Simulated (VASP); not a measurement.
Set up this calculation in VASP 6.6.1, as the native input.

```yaml
Task: electric field gradients
Functional: PBEsol
Potentials_or_basis: VASP PAW PBE potentials, release 64 (Si, Mo_sv)
Cutoff: 520 eV
k_mesh: 16 × 16 × 16
Occupations: fermi-dirac, width 0.08 eV
Spin: no spin polarisation
Dipole_correction: no
Further_INCAR_settings: ALGO = Normal; EDIFF = 1e-08; NBANDS = 18
```

The structure of Si2Mo lies in POSCAR:

```
Si2Mo
1.0
   -1.6105963353      1.6105963353      3.9565305599
    1.6105963353     -1.6105963353      3.9565305599
    1.6105963353      1.6105963353     -3.9565305599
Si Mo
2 1
Direct
    0.3330000000      0.3330000000      0.0000000000
    0.6670000000      0.6670000000      0.0000000000
    0.0000000000      0.0000000000      0.0000000000
```

These files were run (other wordings do the same):

INCAR

```
SYSTEM = Si2Mo
PREC = Accurate
ENCUT = 520
EDIFF = 1E-8
ISMEAR = -1
SIGMA = 0.08
LREAL = .False.
LASPH = .True.
NELM = 80
ALGO = Normal
ISIF = 2
LWAVE = .False.
LCHARG = .False.
GGA = PS
LEFG = .True.
NBANDS = 18
```

KPOINTS

```
regular mesh
0
Gamma
  16 16 16
  0 0 0
```

Potentials or basis: VASP PAW PBE potentials, release 64 (Si, Mo_sv).

The run is started by

```console
$ cat potpaw_PBE.64/Si/POTCAR potpaw_PBE.64/Mo_sv/POTCAR > POTCAR
$ mpirun -np 1 vasp_std > vasp.out
```

Results of the run:

- Pressure: -6.4 GPa
- Largest force: 0.351 eV/Å
- Band gap on the k mesh: zero (bands 11 and 12 overlap by 1.02 eV)
- Largest electric field gradient by atom: Si -11.3; Mo -56.2 V/Å²

Caveat: the cell stands under tension; without QUAD_EFG the Cq values of the log hold for a quadrupole moment of 1 mb, not for the nuclei; the PAW data sets were made with another functional, which shifts forces and pressure a little.

Wall time 5.4 min on 1 thread of Intel(R) Xeon(R) Platinum 8488C (Sapphire Rapids), on a shared host, peak memory 0.39 GiB.
